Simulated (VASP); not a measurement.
Set up this calculation in VASP 6.6.1, as the native input.

- Task: single point
- Functional: LDA
- Potentials or basis: VASP PAW LDA potentials, release 64 (Hf_pv)
- Cutoff: 520 eV
- k mesh: 20 × 20 × 20
- Occupations: gaussian, width 0.15 eV
- Spin: no spin polarisation
- Dipole correction: no
- Further INCAR settings: ALGO = Fast; EDIFF = 1e-07; NBANDS = 11

The structure of Hf lies in POSCAR:

```
Hf
1.0
    0.0000000000      2.1502728612      2.5093684290
    2.1502728612      0.0000000000      2.5093684290
    2.1502728612      2.1502728612      0.0000000000
Hf
1
Direct
    0.0000000000      0.0000000000      0.0000000000
```

The input as run:

INCAR

```
SYSTEM = Hf
  PREC = Accurate
  ENCUT = 520
  EDIFF = 1E-7
  ISMEAR = 0
  SIGMA = 0.15
  LREAL = .False.
  LASPH = .True.
  NELM = 80
  ALGO = Fast
  ISIF = 2
  LWAVE = .False.
  LCHARG = .True.
  LELF = .True.
  LVHAR = .True.
  NBANDS = 11
```

KPOINTS

```
regular mesh
0
Gamma
  20 20 20
  0 0 0
```

Potentials or basis: VASP PAW LDA potentials, release 64 (Hf_pv).

Launch:

```sh
$ cat potpaw_LDA.64/Hf_pv/POTCAR > POTCAR
$ mpirun -np 1 vasp_std > vasp.out
```

It gave:

```json
{"Pressure": "-10.9 GPa", "Band gap on the k mesh": "zero (bands 5 and 6 overlap by 1.63 eV)"}
```

Caveat: the stress differs along the axes, from -16 to -8 GPa; spin-orbit coupling is left out, which moves the levels of the heavy elements.

It took 2 min on 1 thread of Intel(R) Xeon(R) Platinum 8488C (Sapphire Rapids), with other jobs on the host, peak memory 0.27 GiB.
